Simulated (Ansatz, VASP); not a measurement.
# Ga2O3: VASP beside Ansatz

```xyz
10
Lattice="6.1070 -1.5186 0.0000 6.1070 1.5186 0.0000 -1.3860 0.0000 5.6300" Properties=species:S:1:pos:R:3 pbc="T T T"
Ga    3.2184    0.0000    3.8621
Ga    7.6096    0.0000    1.7679
Ga   10.8240    0.0000    1.1564
Ga    0.0041    0.0000    4.4736
O     5.1267    0.0000    4.1853
O     5.7013    0.0000    1.4447
O     9.4919    0.0000    2.4592
O     1.3361    0.0000    3.1708
O     8.9710    0.0000    5.0118
O     1.8570    0.0000    0.6182
```

Alike in both runs: functional PBEsol; k mesh 9 × 9 × 5; occupations fermi-dirac, width 0.05 eV; no spin polarisation.

|  | VASP | Ansatz |
| --- | --- | --- |
| version | VASP 6.6.1 | Ansatz 0.2.0 |
| potentials or method | VASP PAW PBE potentials, release 64 (Ga_d, O) | Ansatz PAW |
| plane-wave cutoff (eV) | 520 | 420 |
| valence electrons in the cell | 88 | 88 |
| task | single point | band structure |

|  | VASP | Ansatz | Ansatz less VASP |
| --- | --- | --- | --- |
| gap on the k mesh at the Fermi level (eV) | 2.34 | 2.34 | -0.002 |
| least direct gap on the mesh (eV) | 2.36 | 2.35 | -0.004 |
| pressure (GPa) | 2.8 | 2.5 | -0.28 |
| traceless stress, the component that is largest in VASP (GPa) | 0.47 | 0.37 | -0.100 |
| rms of the force components (eV/Å) | 0.050 | 0.051 | +0.0006 |

VASP's potentials were made for PBE, not for PBEsol. Atom by atom the forces differ by 0.010 eV/Å (rms over components). With one functional, cell and mesh, what is left measures potentials, basis and numerics.
